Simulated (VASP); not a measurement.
# ZnS (P6_3mc) in VASP: notebook

ZnS is run at these levels: PBE; tasks: electric field gradients.

Program: VASP 6.6.1. These are calculated values, not measurements. Logs are shortened: lines on timing, memory, paths and dates and some standing lists are left out, and cuts for length are marked.

## 1. The cell of the first run

The structure is hexagonal, space group P6_3mc (No. 186). The conventional cell has a = 3.798 Å, b = 3.798 Å, c = 6.213 Å, α = 90.00°, β = 90.00°, γ = 120.00°. Within 3.0 Å of Zn (site symmetry 3m) lie 4 S at 2.31 to 2.39 Å. S (site symmetry 3m) has 4 Zn at 2.31 to 2.39 Å within 3.0 Å.

## 2. Electric field gradients, PBE (volume scaled by 0.99)

INCAR

```
PREC = Accurate
ENCUT = 520
EDIFF = 1E-8
ISMEAR = -1
SIGMA = 0.03
LREAL = F
LASPH = T
NELM = 100
ALGO = Normal
ISIF = 2
LWAVE = F
LCHARG = F
GGA = PE
LEFG = T
NBANDS = 26
```

KPOINTS

```
regular mesh
0
Gamma
  8 8 5
```

POSCAR

```
ZnS
1.0
    3.7982528711      0.0000000000      0.0000000000
   -1.8991264355      3.2893834763      0.0000000000
    0.0000000000      0.0000000000      6.2131503459
Zn S
2 2
Direct
    0.3333333333      0.6666666667      0.0000000000
    0.6666666667      0.3333333333      0.5000000000
    0.3333333333      0.6666666667      0.3850000000
    0.6666666667      0.3333333333      0.8850000000
```

Potentials or basis: VASP PAW PBE potentials, release 64 (Zn, S).

Started as:

```console
cat potpaw_PBE.64/Zn/POTCAR potpaw_PBE.64/S/POTCAR > POTCAR
mpirun -np 1 vasp_std > vasp.out
```

OUTCAR:

```text
PREC = Accurate
   ENCUT = 520
   EDIFF = 1E-8
   ISMEAR = -1
   LREAL = F
   LASPH = T
   NELM = 100
   ISIF = 2
   GGA = PE

 ion  position               nearest neighbor table
   1  0.333  0.667  0.000-   4 2.31   4 2.31   4 2.31   3 2.39
   2  0.667  0.333  0.500-   3 2.31   3 2.31   3 2.31   4 2.39
   3  0.333  0.667  0.385-   2 2.31   2 2.31   2 2.31   1 2.39
   4  0.667  0.333  0.885-   1 2.31   1 2.31   1 2.31   2 2.39

  LATTYP: Found a hexagonal cell.
 ALAT       =     3.7982528711
 C/A-ratio  =     1.6357916539

  Lattice vectors:

 A1 = (   3.7982528711,   0.0000000000,   0.0000000000)
 A2 = (  -1.8991264355,   3.2893834763,   0.0000000000)
 A3 = (   0.0000000000,   0.0000000000,   6.2131503459)

Analysis of symmetry for initial positions (statically):
=====================================================================
 Subroutine PRICEL returns:
 Original cell was already a primitive cell.

 Routine SETGRP: Setting up the symmetry group for a
 hexagonal supercell.

 Subroutine GETGRP returns: Found 12 space group operations
 (whereof  6 operations were pure point group operations)
 out of a pool of 24 trial point group operations.

The static configuration has the point symmetry C_3v.
 The point group associated with its full space group is C_6v.

Analysis of symmetry for dynamics (positions and initial velocities):
=====================================================================
 Subroutine PRICEL returns:
 Original cell was already a primitive cell.

 Routine SETGRP: Setting up the symmetry group for a
 hexagonal supercell.

 Subroutine GETGRP returns: Found 12 space group operations
 (whereof  6 operations were pure point group operations)
 out of a pool of 24 trial point group operations.

The dynamic configuration has the point symmetry C_3v.
 The point group associated with its full space group is C_6v.

 Subroutine INISYM returns: Found 12 space group operations
 (whereof  6 operations are pure point group operations),
 and found     1 'primitive' translations

----------------------------------------------------------------------------------------

                                     Primitive cell

  volume of cell :      77.6265

  direct lattice vectors                    reciprocal lattice vectors
     3.798252871  0.000000000  0.000000000     0.263278943  0.152004168  0.000000000
    -1.899126435  3.289383476  0.000000000     0.000000000  0.304008337  0.000000000
     0.000000000  0.000000000  6.213150346     0.000000000  0.000000000  0.160948946

  length of vectors
     3.798252871  3.798252871  6.213150346     0.304008337  0.304008337  0.160948946

  position of ions in fractional coordinates (direct lattice)
     0.333333333  0.666666667  0.000000000
     0.666666667  0.333333333  0.500000000
     0.333333333  0.666666667  0.385000000
     0.666666667  0.333333333  0.885000000

  ion indices of the primitive-cell ions
   primitive index   ion index
                 1           1
                 2           2
                 3           3
                 4           4

----------------------------------------------------------------------------------------

 KPOINTS: regular mesh

Automatic generation of k-mesh.
 Grid dimensions read from file:
 generate k-points for:    8    8    5

 Generating k-lattice:

  Cartesian coordinates                     Fractional coordinates (reciprocal lattice)
     0.032909868  0.019000521  0.000000000     0.125000000  0.000000000  0.000000000
     0.000000000  0.038001042  0.000000000     0.000000000  0.125000000  0.000000000
     0.000000000  0.000000000  0.032189789     0.000000000  0.000000000  0.200000000

  Length of vectors
     0.038001042  0.038001042  0.032189789

  Shift w.r.t. Gamma in fractional coordinates (k-lattice)
     0.000000000  0.000000000  0.000000000

 Subroutine IBZKPT returns following result:
 ===========================================

 Found     30 irreducible k-points:

 Following reciprocal coordinates:
            Coordinates               Weight
  0.000000  0.000000  0.000000      1.000000
  0.125000  0.000000  0.000000      6.000000
  0.250000  0.000000  0.000000      6.000000
  0.375000  0.000000  0.000000      6.000000
  0.500000  0.000000  0.000000      3.000000
  0.125000  0.125000  0.000000      6.000000
[... 16 lines left out ...]
  0.250000  0.000000  0.400000     12.000000
  0.375000  0.000000  0.400000     12.000000
 [... further k-points ...]
   k-points           NKPTS =     30   k-points in BZ     NKDIM =     30   number of bands    NBANDS=     26
   number of dos      NEDOS =    301   number of ions     NIONS =      4
   total plane-waves  NPLWV =  37632
   dimension x,y,z NGX =    28 NGY =   28 NGZ =   48
   dimension x,y,z NGXF=    56 NGYF=   56 NGZF=   96
   ions per type =               2   2
   NGX,Y,Z   is equivalent  to a cutoff of  12.26, 12.26, 12.84 a.u.
   NGXF,Y,Z  is equivalent  to a cutoff of  24.51, 24.51, 25.69 a.u.
 SYSTEM =  unknown system
   PREC   = accura    normal or accurate (medium, high low for compatibility)
   ISTART =      0    job   : 0-new  1-cont  2-samecut
   ICHARG =      2    charge: 1-file 2-atom 10-const
   ISPIN  =      1    spin polarized calculation?
   LNONCOLLINEAR =      F non collinear calculations
   LSORBIT =      F    spin-orbit coupling
   LASPH  =      T    aspherical Exc in radial PAW
   ENCUT  =  520.0 eV  38.22 Ry    6.18 a.u.   7.06  7.06 11.55*2*pi/ulx,y,z
   NELM   =    100;   NELMIN=  2; NELMDL= -5     # of ELM steps
   EDIFF  = 0.1E-07   stopping-criterion for ELM
   LREAL  =      F    real-space projection
   EDIFFG = 0.1E-06   stopping-criterion for IOM
   NSW    =      0    number of steps for IOM
   IBRION =     -1    ionic relax: 0-MD 1-quasi-New 2-CG
   NFREE  =      0    steps in history (QN), initial steepest desc. (CG)
   ISIF   =      2    stress and relaxation
   ISYM   =      2    0-nonsym 1-usesym 2-fastsym
   POTIM  = 0.5000    time-step for ionic-motion
   TEBEG  =    0.0;   TEEND  =   0.0 temperature during run
   PSTRESS=    0.0 pullay stress
   NELECT =      36.0000    total number of electrons
   NUPDOWN=      -1.0000    fix difference up-down
   EMIN   =  10.00;   EMAX   =-10.00  energy-range for DOS
   EFERMI =   0.00;   METHOD = LEGACY
   ISMEAR =    -1;   SIGMA  =   0.03  broadening in eV -4-tet -1-fermi 0-gaus
   EFERMI_NEDOS =   21; number of points for ismear=-14 and -15
   IALGO  =     38    algorithm
   IMIX   =      4    mixing-type and parameters
     AMIX     =   0.40;   BMIX     =  1.00
     AMIX_MAG =   1.60;   BMIX_MAG =  1.00
  volume/ion in A,a.u.               =      19.41       130.96
  Fermi-wavevector in a.u.,A,eV,Ry     =   1.267182  2.394626 21.847550  1.605750
  Thomas-Fermi vector in A             =   2.400343
   LORBIT       =      0    0 simple, 1 ext, 2 COOP (PROOUT), +10 PAW based schemes
   GGA     = PE    functional components
   LHFCALC =     F    Hartree Fock is set to
   AEXX    =    0.0000 exact exchange contribution
   IVDW    =     0    specifies the selected vdW correction
   LEPSILON=     F    determine dielectric tensor
   LRPA    =     F    only Hartree local field effects (RPA)
 non-spin polarized calculation
  energy-cutoff  :      520.00
  volume of cell :       77.63
 maximum number of plane-waves:      2102
   NGX = 15   NGY = 15   NGZ = 23

 number of electron      35.9999970 magnetization

 Free energy of the ion-electron system (eV)
  ---------------------------------------------------
  ext. energy  EPLUGINS =         0.00000000
  ---------------------------------------------------
  free energy    TOTEN  =       -13.63944164 eV

  energy without entropy =      -13.63944164  energy(sigma->0) =      -13.63944164

 E-fermi :   2.8696     XC(G=0):  -9.6987

 val. band max:        2.2554362049   @ k =   0.0000   0.0000   0.0000
 cond. band min:       4.5569407493   @ k =   0.0000   0.0000   0.0000
 fundamental gap:      2.3015045444
 Fermi energy:         2.8696467032

 k-point     1 :       0.0000    0.0000    0.0000
  band No.  band energies     occupation
      1     -11.0075      2.00000
      2     -10.0659      2.00000
      3      -4.1529      2.00000
      4      -4.1529      2.00000
      5      -4.0876      2.00000
      6      -4.0876      2.00000
[... 18 lines left out ...]
     25       9.8848      0.00000
     26      11.6193      0.00000
[... 644 lines left out ...]
      4      -4.1043      2.00000
      5      -3.9766      2.00000
      6      -3.9317      2.00000
[... 18 lines left out ...]
     25      11.3841      0.00000
     26      11.6958      0.00000

 [... further k-points ...]
[... 5 lines left out ...]
  --------------------------------------------------------------------------------------
  -------------------------------------------------------------------------------------
  Total        1.9671636      1.9671636      0.8958678      0.0000000     -0.0000000      0.0000000
  in kB       40.6013825     40.6013825     18.4903136      0.0000000     -0.0000000      0.0000000
  external PRESSURE =      33.2310262 kB  Pullay stress =       0.0000000 kB

 VOLUME and BASIS-vectors are now :
 -----------------------------------------------------------------------------
  energy-cutoff  :      520.00
  volume of cell :       77.63
      direct lattice vectors                 reciprocal lattice vectors
     3.798252871  0.000000000  0.000000000     0.263278943  0.152004168  0.000000000
    -1.899126435  3.289383476  0.000000000     0.000000000  0.304008337  0.000000000
     0.000000000  0.000000000  6.213150346     0.000000000  0.000000000  0.160948946

 POSITION                                       TOTAL-FORCE (eV/Angst)
 -----------------------------------------------------------------------------------
     -0.00000      2.19292      0.00000         0.000000      0.000000      0.335055
      1.89913      1.09646      3.10658        -0.000000     -0.000000      0.335055
     -0.00000      2.19292      2.39206        -0.000000      0.000000     -0.335055
      1.89913      1.09646      5.49864        -0.000000     -0.000000     -0.335055
 -----------------------------------------------------------------------------------
    total drift:                               -0.000000     -0.000001      0.000349

  FREE ENERGIE OF THE ION-ELECTRON SYSTEM (eV)
  ---------------------------------------------------
  free  energy   TOTEN  =       -13.6394416357 eV

  energy  without entropy=      -13.6394416357  energy(sigma->0) =      -13.63944164

 Electric field gradients (V/A^2)
---------------------------------------------------------------------
 ion       V_xx      V_yy      V_zz      V_xy      V_xz      V_yz
---------------------------------------------------------------------
   1      -9.763    -9.756    19.519     0.006    -0.000     0.000
   2      -9.763    -9.756    19.519     0.006     0.000    -0.000
   3       2.741     2.741    -5.482    -0.000    -0.000     0.000
   4       2.741     2.741    -5.482    -0.000     0.000    -0.000
---------------------------------------------------------------------

 Electric field gradients after diagonalization (V/A^2)
 (convention: |V_zz| > |V_xx| > |V_yy|)
----------------------------------------------------------------------
 ion       V_xx      V_yy      V_zz     asymmetry (V_yy - V_xx)/ V_zz
----------------------------------------------------------------------
   1      -9.766    -9.753    19.519       0.001
   2      -9.766    -9.753    19.519       0.001
   3       2.741     2.740    -5.482       0.000
   4       2.741     2.740    -5.482       0.000
----------------------------------------------------------------------

           NMR quadrupolar parameters

 Cq : quadrupolar parameter    Cq=e*Q*V_zz/h
 eta: asymmetry parameters     (V_yy - V_xx)/ V_zz
 Q  : nuclear electric quadrupole moment in mb (millibarn)
----------------------------------------------------------------------
 ion       Cq(MHz)       eta       Q (mb)
----------------------------------------------------------------------
   1       0.047       0.001       1.000
   2       0.047       0.001       1.000
   3      -0.013       0.000       1.000
   4      -0.013       0.000       1.000
----------------------------------------------------------------------
```

Run time: 49 s. Hardware: 1 thread of Intel Xeon Platinum 8375C at 2.90GHz (Ice Lake), shared host; peak memory 0.2 GiB.

Results:

```
Free energy            : -13.6394 eV
Pressure               : 3.3 GPa
Largest force          : 0.335 eV/Å
Band gap on the k mesh : 2.30 eV, direct
```

Forces in eV/Å, atoms in the order of the input:
```
Zn   0.000  0.000  0.335
Zn   0.000  0.000  0.335
S    0.000  0.000 -0.335
S    0.000  0.000 -0.335
```

Electric field gradients, principal values (V/Å²):
```
atom   least  middle  greatest (by size)
1 Zn  -9.753  -9.766              19.519
2 Zn  -9.753  -9.766              19.519
 3 S   2.740   2.741              -5.482
 4 S   2.740   2.741              -5.482
```

Caveat: without QUAD_EFG the Cq values of the log hold for a quadrupole moment of 1 mb, not for the nuclei.

[end of part 1 of 3]
